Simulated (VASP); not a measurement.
A run of VASP 6.6.1 is set up as follows.

INCAR

```
ALGO = Fast
EDIFF = 1E-7
ENCUT = 520
GGA = PS
ISIF = 2
ISMEAR = 0
LASPH = T
LCHARG = T
LELF = T
LREAL = F
LVHAR = T
LWAVE = F
NBANDS = 36
NELM = 80
PREC = Accurate
SIGMA = 0.15
```

KPOINTS

```
k-points
0
Gamma
  10 10 10
```

POSCAR

```
CoSi
1.0
    4.2213570654      0.0000000000      0.0000000000
    0.0000000000      4.5502939796      0.0000000000
    0.0000000000      0.0000000000      4.3858255225
Co Si
4 4
Direct
    0.1456446743      0.1456446743      0.1456446743
    0.3543553257      0.8543553257      0.6456446743
    0.6456446743      0.3543553257      0.8543553257
    0.8543553257      0.6456446743      0.3543553257
    0.8433288496      0.8433288496      0.8433288496
    0.6566711504      0.1566711504      0.3433288496
    0.3433288496      0.6566711504      0.1566711504
    0.1566711504      0.3433288496      0.6566711504
```

Potentials or basis: VASP PAW PBE potentials, release 64 (Co, Si).

Run with:

```console
$ cat potpaw_PBE.64/Co/POTCAR potpaw_PBE.64/Si/POTCAR > POTCAR
$ mpirun -np 1 vasp_std > vasp.out
```

**Question.** What does it give for the pressure?

**Answer.** 1.7 GPa.

**Question.** Estimate the largest force.

**Answer.** 0.154 eV/Å.

Forces in eV/Å, atoms in the order of the input:
```
Co   0.078 -0.094 -0.020
Co  -0.078  0.094 -0.020
Co   0.078  0.094  0.020
Co  -0.078 -0.094  0.020
Si   0.088 -0.081  0.097
Si  -0.088  0.081  0.097
Si   0.088  0.081 -0.097
Si  -0.088 -0.081 -0.097
```

Caveat: the cell differs from its parent crystal (strain -0.0375 x Voigt [1, -1, 0, 0, 0, 0]); the stress differs along the axes, from -8 to 12 GPa; the PAW data sets were made with another functional, which shifts forces and pressure a little; the run has no spin polarisation, though such a crystal can be magnetic. Spin polarisation is off, so any magnetic state and its effect on volume and gap are missing.
